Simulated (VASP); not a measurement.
# Be5Te2 (P-3m1) in VASP: relaxation of cell and atoms with PBE

Aim: the relaxation of cell and atoms of Be5Te2 with PBE.

Program: VASP 6.6.1. These are calculated values, not measurements. Logs are shortened: lines on timing, memory, paths and dates and some standing lists are left out, and cuts for length are marked.

**1. The cell of the first run**

Symmetry: P-3m1, No. 164, trigonal system. The conventional cell has a = 3.844 Å, b = 3.844 Å, c = 9.396 Å, α = 90.00°, β = 90.00°, γ = 120.00°. Within 2.9 Å of Be (site symmetry -3m) lie 6 Be at 2.22 Å. Within 2.9 Å of Be (site symmetry 3m) lie 6 Be at 2.22 to 2.23 Å and 1 Te at 2.83 Å. Within 3.2 Å of Be (site symmetry 3m) lie 4 Te at 2.43 to 2.55 Å and 3 Be at 2.72 Å. Te (site symmetry 3m) has 5 Be at 2.43 to 2.83 Å within 3.2 Å.

**2. Relaxation of cell and atoms, PBE**

The input, INCAR:

```
SYSTEM = Be5Te2
PREC     = Accurate       ! precision mode
ENCUT    = 600            ! plane-wave cutoff, eV
EDIFF    = 1E-6           ! SCF threshold, eV
ISMEAR   = 0              ! smearing method
SIGMA    = 0.1            ! smearing width, eV
LREAL    = .FALSE.        ! projectors in reciprocal space
LASPH    = .TRUE.         ! aspherical terms in the spheres
NELM     = 80             ! most SCF steps
ALGO     = Fast           ! electronic algorithm
ISIF     = 3              ! what is computed and relaxed
LWAVE    = .FALSE.        ! write WAVECAR
LCHARG   = .FALSE.        ! write CHGCAR
GGA      = PE             ! functional
IBRION   = 2              ! ionic algorithm
NSW      = 100            ! ionic steps
EDIFFG   = -0.01          ! ionic threshold
```

The input, KPOINTS:

```
regular mesh
0
G
  12 12 4
  0 0 0
```

The input, POSCAR:

```
Be5Te2
1.0
    3.8440248560      0.0000000000      0.0000000000
   -1.9220124280      3.3290231781      0.0000000000
    0.0000000000      0.0000000000      9.3955733892
Be Te
5 2
Direct
    0.0000000000      0.0000000000      0.0000000000
    0.6666666667      0.3333333333      0.9895842977
    0.3333333333      0.6666666667      0.0104157023
    0.6666666667      0.3333333333      0.4166758922
    0.3333333333      0.6666666667      0.5833241078
    0.3333333333      0.6666666667      0.3117091584
    0.6666666667      0.3333333333      0.6882908416
```

Potentials or basis: VASP PAW PBE potentials, release 64 (Be, Te).

Command:

```sh
> cat potpaw_PBE.64/Be/POTCAR potpaw_PBE.64/Te/POTCAR > POTCAR
> mpirun -np 1 vasp_std > vasp.out
```

OUTCAR:

```text
SYSTEM = Be5Te2
   PREC = Accurate
   ENCUT = 600
   EDIFF = 1E-6
   ISMEAR = 0
   LREAL = .FALSE.
   LASPH = .TRUE.
   NELM = 80
   ISIF = 3
   GGA = PE
   IBRION = 2
   NSW = 100
   EDIFFG = -0.01

 ion  position               nearest neighbor table
   1  0.000  0.000  0.000-   2 2.22   3 2.22   2 2.22   3 2.22   2 2.22   3 2.22
   2  0.667  0.333  0.990-   1 2.22   1 2.22   1 2.22   3 2.23   3 2.23   3 2.23   7 2.83
   3  0.333  0.667  0.010-   1 2.22   1 2.22   1 2.22   2 2.23   2 2.23   2 2.23   6 2.83
   4  0.667  0.333  0.417-   6 2.43   6 2.43   6 2.43   7 2.55
   5  0.333  0.667  0.583-   7 2.43   7 2.43   7 2.43   6 2.55
   6  0.333  0.667  0.312-   4 2.43   4 2.43   4 2.43   5 2.55   3 2.83
   7  0.667  0.333  0.688-   5 2.43   5 2.43   5 2.43   4 2.55   2 2.83

  LATTYP: Found a hexagonal cell.
 ALAT       =     3.8440248560
 C/A-ratio  =     2.4442020385

  Lattice vectors:

 A1 = (   3.8440248560,   0.0000000000,   0.0000000000)
 A2 = (  -1.9220124280,   3.3290231781,   0.0000000000)
 A3 = (   0.0000000000,   0.0000000000,   9.3955733892)

Analysis of symmetry for initial positions (statically):
=====================================================================
 Subroutine PRICEL returns:
 Original cell was already a primitive cell.

 Routine SETGRP: Setting up the symmetry group for a
 hexagonal supercell.

 Subroutine GETGRP returns: Found 12 space group operations
 (whereof 12 operations were pure point group operations)
 out of a pool of 24 trial point group operations.

The static configuration has the point symmetry D_3d.

Analysis of symmetry for dynamics (positions and initial velocities):
=====================================================================
 Subroutine PRICEL returns:
 Original cell was already a primitive cell.

 Routine SETGRP: Setting up the symmetry group for a
 hexagonal supercell.

 Subroutine GETGRP returns: Found 12 space group operations
 (whereof 12 operations were pure point group operations)
 out of a pool of 24 trial point group operations.

The dynamic configuration has the point symmetry D_3d.

 Subroutine INISYM returns: Found 12 space group operations
 (whereof 12 operations are pure point group operations),
 and found     1 'primitive' translations

----------------------------------------------------------------------------------------

                                     Primitive cell

[... 137 lines left out ...]
 maximum number of plane-waves:      4063
 NGX is ok and might be reduce to    32
   NGX = 15   NGY = 15   NGZ = 37

--------------------------------------- Ionic step        1  -------------------------------------------

 number of electron      21.9999999 magnetization

 Free energy of the ion-electron system (eV)
  ---------------------------------------------------
  ext. energy  EPLUGINS =         0.00000000
  ---------------------------------------------------
  free energy    TOTEN  =       -23.76925524 eV

  energy without entropy =      -23.75893872  energy(sigma->0) =      -23.76409698

------------------------ aborting loop because EDIFF is reached ----------------------------------------

  FORCE on cell =-STRESS in cart. coord.  units (eV):
  Direction    XX          YY          ZZ          XY          YZ          ZX
  --------------------------------------------------------------------------------------
  -------------------------------------------------------------------------------------
  Total       -0.0416425     -0.0416425      0.6906402      0.0000000      0.0000000      0.0000000
  in kB       -0.5549080     -0.5549080      9.2031417      0.0000000      0.0000000      0.0000000
  external PRESSURE =       2.6977752 kB  Pullay stress =       0.0000000 kB
[... 104 lines left out ...]
  FREE ENERGIE OF THE ION-ELECTRON SYSTEM (eV)
  ---------------------------------------------------
  free  energy   TOTEN  =       -23.7724638554 eV

  energy  without entropy=      -23.7623971013  energy(sigma->0) =      -23.76743048

[... ionic steps 4 to 9 ...]

--------------------------------------- Ionic step       10  -------------------------------------------

 number of electron      22.0000000 magnetization

------------------------ aborting loop because EDIFF is reached ----------------------------------------
[... 77 lines left out ...]
--------------------------------------- Ionic step       12  -------------------------------------------

 number of electron      22.0000000 magnetization

 Free energy of the ion-electron system (eV)
  ---------------------------------------------------
  ext. energy  EPLUGINS =         0.00000000
  ---------------------------------------------------
  free energy    TOTEN  =       -23.77936588 eV

  energy without entropy =      -23.77174816  energy(sigma->0) =      -23.77555702

 E-fermi :   5.6297     XC(G=0):  -9.1219

 val. band max:        5.6234028743   @ k =   0.0833   0.0833   0.0000
 cond. band min:       5.6673549581   @ k =   0.3333   0.0833   0.2500
 fundamental gap:      0.0439520838
 Fermi energy:         5.6297018575

 k-point     1 :       0.0000    0.0000    0.0000
  band No.  band energies     occupation
      1      -8.1616      2.00000
      2      -7.3668      2.00000
      3      -2.0254      2.00000
      4       0.2414      2.00000
      5       1.3137      2.00000
      6       3.3802      2.00000
      7       3.3802      2.00000
      8       4.5478      2.00000
      9       4.5478      2.00000
     10       6.3891      0.00000
     11       7.5163      0.00000
     12       7.5163      0.00000
     13       7.5259      0.00000
     14       7.5259      0.00000
[... 401 lines left out ...]
      2      -7.1531      2.00000
      3      -1.5607      2.00000
      4      -0.2171      2.00000
      5       1.7082      2.00000
      6       2.3815      2.00000
      7       2.8146      2.00000
      8       2.8235      2.00000
      9       4.0598      2.00000
     10       5.1546      2.00000
     11       5.6841      0.44138
     12       5.8092      0.01115
     13       7.6296      0.00000
     14       8.2122      0.00000
     15       8.7269      0.00000

 [... further k-points ...]

------------------------ aborting loop because EDIFF is reached ----------------------------------------

  FORCE on cell =-STRESS in cart. coord.  units (eV):
  Direction    XX          YY          ZZ          XY          YZ          ZX
  --------------------------------------------------------------------------------------
  -------------------------------------------------------------------------------------
  Total       -0.0074717     -0.0074717      0.0176214     -0.0000000      0.0000000     -0.0000000
  in kB       -0.0963880     -0.0963880      0.2273222     -0.0000000      0.0000000     -0.0000000
  external PRESSURE =       0.0115154 kB  Pullay stress =       0.0000000 kB
[... 22 lines left out ...]
  FREE ENERGIE OF THE ION-ELECTRON SYSTEM (eV)
  ---------------------------------------------------
  free  energy   TOTEN  =       -23.7793658829 eV

  energy  without entropy=      -23.7717481568  energy(sigma->0) =      -23.77555702

 reached required accuracy - stopping structural energy minimisation
```

Run time: 38 min. Hardware: 1 thread of AMD EPYC, shared host; peak memory 0.36 GiB.

Results:

| Property | Result |
| --- | --- |
| Free energy | -23.7794 eV |
| Relaxed volume | 17.74 Å³/atom |
| Relaxed cell | a = 3.842 Å, b = 3.842 Å, c = 9.717 Å, α = 90.00°, β = 90.00°, γ = 120.00° |
| Space group after relaxing (to 0.1 Å) | P-3m1 (No. 164) |
| Energy gained by relaxing | 1.4 meV/atom |
| Ionic steps | 12 |
| Pressure after relaxing | 0.0 GPa |
| Largest force after relaxing | 0.008 eV/Å |
| Band gap on the k mesh | zero (bands 11 and 12 overlap by 2.33 eV) |

Forces on the atoms (eV/Å):
```
Be   0.000  0.000  0.000
Be   0.000  0.000  0.006
Be   0.000  0.000 -0.006
Be   0.000  0.000  0.005
Be   0.000  0.000 -0.005
Te   0.000  0.000 -0.008
Te   0.000  0.000  0.008
```

The path:
```tsv
step	energy change (eV)	largest force (eV/Å)	pressure (GPa)	volume (Å³)
1	0.0000	0.0341	0.27	120.23
2	-0.0025	0.0610	0.10	120.74
3	-0.0032	0.1278	-0.07	121.25
4	-0.0048	0.0984	0.05	121.42
5	-0.0062	0.0568	0.26	121.71
6	-0.0078	0.0459	0.07	122.37
7	-0.0082	0.0359	-0.10	122.97
8	-0.0088	0.0305	-0.05	123.15
9	-0.0095	0.0352	0.05	123.50
10	-0.0090	0.0982	0.27	124.18
11	-0.0096	0.0532	0.12	123.69
12	-0.0101	0.0077	0.00	124.20
```

Final structure:
```xyz
7
Lattice="3.8417 0.0000 0.0000 -1.9208 3.3270 0.0000 0.0000 0.0000 9.7170" Properties=species:S:1:pos:R:3 pbc="T T T"
Be    0.0000    0.0000    9.7170
Be    1.9208    1.1090    9.6342
Be    0.0000    2.2180    0.0828
Be    1.9208    1.1090    4.0723
Be    0.0000    2.2180    5.6447
Te    0.0000    2.2180    3.0881
Te    1.9208    1.1090    6.6289
```

Levels at points of the mesh, in eV from the Fermi level:
```csv
k point,band 9,band 10,band 11,band 12,band 13,band 14
"(0.00, 0.00, 0.00)",-1.08,0.76,1.89,1.89,1.90,1.90
"(0.50, 0.00, 0.00)",-3.10,-2.53,-1.33,0.38,0.60,1.05
"(0.00, 0.00, 0.50)",-1.10,-1.10,1.86,1.86,1.98,1.98
"(0.50, 0.00, 0.50)",-3.17,-2.62,-1.20,0.96,1.37,1.52
```

Caveat: spin-orbit coupling is left out, which moves the levels of the heavy elements.

The gap in the log of VASP goes by the Fermi energy; the results here count the filled bands.